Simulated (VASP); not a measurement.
# FeO (R-3m) in VASP: notebook, part 2 of 2

VASP 6.6.1.

### Step 3. Single point, PBE+U, collinear spin, ferromagnetic start

This run uses another cell than the first one, of 10.42 Å³/atom.

Input file INCAR:

```
SYSTEM = FeO
PREC     = Accurate       ! precision mode
ENCUT    = 520            ! plane-wave cutoff, eV
EDIFF    = 1E-6           ! SCF threshold, eV
ISMEAR   = -1             ! smearing method
SIGMA    = 0.05           ! smearing width, eV
LREAL    = .False.        ! projectors in reciprocal space
LASPH    = .True.         ! aspherical terms in the spheres
NELM     = 150            ! most SCF steps
ALGO     = Normal         ! electronic algorithm
ISIF     = 2              ! what is computed and relaxed
LWAVE    = .False.        ! write WAVECAR
LCHARG   = .False.        ! write CHGCAR
ISPIN    = 2              ! spin polarisation
MAGMOM   = 3 0            ! initial moments
LORBIT   = 11             ! projections on sites
LMAXMIX  = 4              ! l up to which the mixer works
LDAU     = .True.         ! DFT+U
LDAUTYPE = 2            
LDAUL    = 2 -1           ! shell
LDAUU    = 2 0            ! U, eV
LDAUJ    = 0 0          
LDAUPRINT= 1            
GGA      = PE             ! functional
NBANDS   = 18             ! bands
```

Input file KPOINTS:

```
Automatic mesh
0
Gamma
  11 11 11
  0 0 0
```

Input file POSCAR:

```
FeO
1.0
   -0.0612151173      2.1537879117      2.1537879117
    2.1537879117     -0.0612151173      2.1537879117
    2.1537879117      2.1537879117     -0.0612151173
Fe O
1 1
Direct
    0.0000000000      0.0000000000      0.0000000000
    0.5000000000      0.5000000000      0.5000000000
```

Potentials or basis: VASP PAW PBE potentials, release 64 (Fe, O).

The run is started by

```sh
cat potpaw_PBE.64/Fe/POTCAR potpaw_PBE.64/O/POTCAR > POTCAR
mpirun -np 1 vasp_std > vasp.out
```

OUTCAR:

```text
SYSTEM = FeO
   PREC = Accurate
   ENCUT = 520
   EDIFF = 1E-6
   ISMEAR = -1
   LREAL = .False.
   LASPH = .True.
   NELM = 150
   ISIF = 2
   ISPIN = 2
   LORBIT = 11
   GGA = PE

 ion  position               nearest neighbor table
   1  0.000  0.000  0.000-   2 2.18   2 2.18   2 2.18   2 2.18   2 2.18   2 2.18
   2  0.500  0.500  0.500-   1 2.18   1 2.18   1 2.18   1 2.18   1 2.18   1 2.18

  LATTYP: Found a trigonal (rhomboedric) cell.
 ALAT       =     3.0465311467
 COS(alpha) =     0.4713875302

  Lattice vectors:

 A1 = (  -0.0612151173,   2.1537879117,   2.1537879117)
 A2 = (   2.1537879117,  -0.0612151173,   2.1537879117)
 A3 = (   2.1537879117,   2.1537879117,  -0.0612151173)

Analysis of symmetry for initial positions (statically):
=====================================================================
 Subroutine PRICEL returns:
 Original cell was already a primitive cell.

 Routine SETGRP: Setting up the symmetry group for a
 trigonal (rhombohedral) supercell.

 Subroutine GETGRP returns: Found 12 space group operations
 (whereof 12 operations were pure point group operations)
 out of a pool of 12 trial point group operations.

The static configuration has the point symmetry D_3d.

Analysis of symmetry for dynamics (positions and initial velocities):
=====================================================================
 Subroutine PRICEL returns:
 Original cell was already a primitive cell.

 Routine SETGRP: Setting up the symmetry group for a
 trigonal (rhombohedral) supercell.

 Subroutine GETGRP returns: Found 12 space group operations
 (whereof 12 operations were pure point group operations)
 out of a pool of 12 trial point group operations.

The dynamic configuration has the point symmetry D_3d.

Analysis of structural, dynamic, and magnetic symmetry:
=====================================================================
 Subroutine PRICEL returns:
 Original cell was already a primitive cell.

 Routine SETGRP: Setting up the symmetry group for a
 trigonal (rhombohedral) supercell.

 Subroutine GETGRP returns: Found 12 space group operations
 (whereof 12 operations were pure point group operations)
 out of a pool of 12 trial point group operations.

The overall configuration has the point symmetry D_3d.

 Subroutine INISYM returns: Found 12 space group operations
 (whereof 12 operations are pure point group operations),
 and found     1 'primitive' translations

----------------------------------------------------------------------------------------

                                     Primitive cell

  volume of cell :      20.8337

  direct lattice vectors                    reciprocal lattice vectors
[... 114 lines left out ...]
   U (eV)           for each species LDAUU =   2.0  0.0
   J (eV)           for each species LDAUJ =   0.0  0.0
   GGA     = PE    functional components
   LHFCALC =     F    Hartree Fock is set to
   AEXX    =    0.0000 exact exchange contribution
   IVDW    =     0    specifies the selected vdW correction
   LEPSILON=     F    determine dielectric tensor
   LRPA    =     F    only Hartree local field effects (RPA)
 spin polarized calculation
  energy-cutoff  :      520.00
  volume of cell :       20.83
 maximum number of plane-waves:       573
   NGX = 11   NGY = 11   NGZ = 11

atom =   1  type =  1  l = 2

 onsite density matrix

spin component  1

  0.9584 -0.0002  0.0009 -0.0002 -0.0000
 -0.0002  0.9584 -0.0005 -0.0002  0.0008
  0.0009 -0.0005  0.9986 -0.0005  0.0000
 -0.0002 -0.0002 -0.0005  0.9584 -0.0008
 -0.0000  0.0008  0.0000 -0.0008  0.9986

spin component  2

  0.3164 -0.0003 -0.0082 -0.0003  0.0000
 -0.0003  0.3164  0.0041 -0.0003 -0.0071
 -0.0082  0.0041  0.1239  0.0041 -0.0000
 -0.0003 -0.0003  0.0041  0.3164  0.0071
  0.0000 -0.0071 -0.0000  0.0071  0.1239

 occupancies and eigenvectors

  o =  0.1234  v =  0.0000  0.0000  0.0000  0.0000  0.0000  0.0005  0.0366  0.0113 -0.0371  0.9986      0.0000  0.0000  0.0000  0.0000  0.0000  0.0000  0.0000  0.0000  0.0000  0.0000
  o =  0.1234  v =  0.0000  0.0000  0.0000  0.0000  0.0000 -0.0426  0.0217 -0.9986  0.0209  0.0113      0.0000  0.0000  0.0000  0.0000  0.0000  0.0000  0.0000  0.0000  0.0000  0.0000
  o =  0.3159  v =  0.0000  0.0000  0.0000  0.0000  0.0000 -0.5774 -0.5774 -0.0000 -0.5774  0.0000      0.0000  0.0000  0.0000  0.0000  0.0000  0.0000  0.0000  0.0000  0.0000  0.0000
  o =  0.3172  v =  0.0000  0.0000  0.0000  0.0000  0.0000 -0.0141 -0.6990  0.0009  0.7131  0.0522      0.0000  0.0000  0.0000  0.0000  0.0000  0.0000  0.0000  0.0000  0.0000  0.0000
  o =  0.3172  v =  0.0000  0.0000  0.0000  0.0000  0.0000 -0.8153  0.4199  0.0522  0.3954 -0.0009      0.0000  0.0000  0.0000  0.0000  0.0000  0.0000  0.0000  0.0000  0.0000  0.0000
  o =  0.9580  v = -0.5774 -0.5774 -0.0000 -0.5774  0.0000  0.0000  0.0000  0.0000  0.0000  0.0000      0.0000  0.0000  0.0000  0.0000  0.0000  0.0000  0.0000  0.0000  0.0000  0.0000
  o =  0.9586  v = -0.0006  0.7071  0.0000 -0.7065 -0.0289  0.0000  0.0000  0.0000  0.0000  0.0000      0.0000  0.0000  0.0000  0.0000  0.0000  0.0000  0.0000  0.0000  0.0000  0.0000
  o =  0.9586  v =  0.8162 -0.4076 -0.0289 -0.4086 -0.0000  0.0000  0.0000  0.0000  0.0000  0.0000      0.0000  0.0000  0.0000  0.0000  0.0000  0.0000  0.0000  0.0000  0.0000  0.0000
  o =  0.9987  v =  0.0038 -0.0221  0.1618  0.0183 -0.9864  0.0000  0.0000  0.0000  0.0000  0.0000      0.0000  0.0000  0.0000  0.0000  0.0000  0.0000  0.0000  0.0000  0.0000  0.0000
  o =  0.9987  v = -0.0233  0.0083 -0.9864  0.0150 -0.1618  0.0000  0.0000  0.0000  0.0000  0.0000      0.0000  0.0000  0.0000  0.0000  0.0000  0.0000  0.0000  0.0000  0.0000  0.0000

 number of electron      13.9999999 magnetization       4.0016918

 Free energy of the ion-electron system (eV)
  ---------------------------------------------------
  ext. energy  EPLUGINS =         0.00000000
  ---------------------------------------------------
  free energy    TOTEN  =       -13.88627616 eV

  energy without entropy =      -13.87452608  energy(sigma->0) =      -13.88040112

 E-fermi :   6.0150     XC(G=0): -11.9416

 val. band max:        6.0108375907   @ k =   0.2727   0.0909   0.0000
 cond. band min:       6.0187455223   @ k =  -0.0909   0.1818   0.0909
 fundamental gap:      0.0079079316
 Fermi energy:         6.0150185260

 spin component 1

 k-point     1 :       0.0000    0.0000    0.0000
  band No.  band energies     occupation
      1     -14.5053      1.00000
      2       0.8905      1.00000
      3       0.8905      1.00000
      4       1.0034      1.00000
      5       1.0034      1.00000
      6       1.0419      1.00000
[... 1001 lines left out ...]
     17      31.8017      0.00000
     18      34.2857      0.00000

 [... further k-points ...]

------------------------ aborting loop because EDIFF is reached ----------------------------------------

  FORCE on cell =-STRESS in cart. coord.  units (eV):
  Direction    XX          YY          ZZ          XY          YZ          ZX
  --------------------------------------------------------------------------------------
  -------------------------------------------------------------------------------------
  Total       -0.8952624     -0.8952624     -0.8952624      0.1450702      0.1450702      0.1450702
  in kB      -68.8486455    -68.8486455    -68.8486455     11.1563816     11.1563816     11.1563816
  external PRESSURE =     -68.8486455 kB  Pullay stress =       0.0000000 kB

 VOLUME and BASIS-vectors are now :
 -----------------------------------------------------------------------------
  energy-cutoff  :      520.00
  volume of cell :       20.83
      direct lattice vectors                 reciprocal lattice vectors
    -0.061215117  2.153787912  2.153787912    -0.222479176  0.228987475  0.228987475
     2.153787912 -0.061215117  2.153787912     0.228987475 -0.222479176  0.228987475
     2.153787912  2.153787912 -0.061215117     0.228987475  0.228987475 -0.222479176

 POSITION                                       TOTAL-FORCE (eV/Angst)
 -----------------------------------------------------------------------------------
      0.00000      0.00000      0.00000        -0.000000      0.000000      0.000000
      2.12318      2.12318      2.12318         0.000000     -0.000000     -0.000000
 -----------------------------------------------------------------------------------
    total drift:                                0.000000     -0.000000      0.000000

  FREE ENERGIE OF THE ION-ELECTRON SYSTEM (eV)
  ---------------------------------------------------
  free  energy   TOTEN  =       -13.8862761593 eV

  energy  without entropy=      -13.8745260816  energy(sigma->0) =      -13.88040112

 total charge

# of ion       s       p       d       tot
------------------------------------------
    1        0.280   0.337   6.049   6.666
    2        1.555   3.428   0.000   4.983
--------------------------------------------------
tot          1.835   3.765   6.049  11.649

 magnetization (x)

# of ion       s       p       d       tot
------------------------------------------
    1        0.026   0.020   3.674   3.719
    2        0.025   0.222   0.000   0.246
--------------------------------------------------
tot          0.051   0.241   3.674   3.965
```

Run time: 41 s. Hardware: 1 thread of Intel Xeon 6975P-C (Granite Rapids), shared host; peak memory 0.21 GiB.

Results:

```
Free energy                                           : -13.8863 eV
Pressure                                              : -6.9 GPa
Band gap on the k mesh                                : zero (filled and empty bands overlap)
Net moment                                            : 4.00 μB per cell
Site moments                                          : Fe +3.72; O +0.25 μB
Valence electrons inside the program's atomic spheres : Fe 6.67; O 4.98
```

Stress tensor (GPa, compression positive):
```
-6.88  1.12  1.12
 1.12 -6.88  1.12
 1.12  1.12 -6.88
```

Levels at points of the mesh, in eV from the Fermi level:
Spin up:
```
           k point  band 7  band 8  band 9  band 10  band 11  band 12
(0.00, 0.00, 0.00)   -3.84   -3.84   -3.60    -0.32    15.11    15.55
```
Spin down:
| k point | band 2 | band 3 | band 4 | band 5 | band 6 | band 7 | band 8 | band 9 |
| --- | --- | --- | --- | --- | --- | --- | --- | --- |
| (0.00, 0.00, 0.00) | -3.39 | -3.39 | -3.14 | -0.75 | -0.75 | -0.57 | 0.47 | 0.63 |

Eigenvalues of the final occupation matrices:
| site | spin | trace | eigenvalues |
| --- | --- | --- | --- |
| site 1 d | 1 | 4.87 | 0.96 0.96 0.96 1.00 1.00 |
| site 1 d | 2 | 1.20 | 0.12 0.12 0.32 0.32 0.32 |

Caveat: the cell stands under tension; a cell with one magnetic atom can't hold antiferromagnetic order, which such compounds often take. The state reached can hang on the start; a lower one may exist.
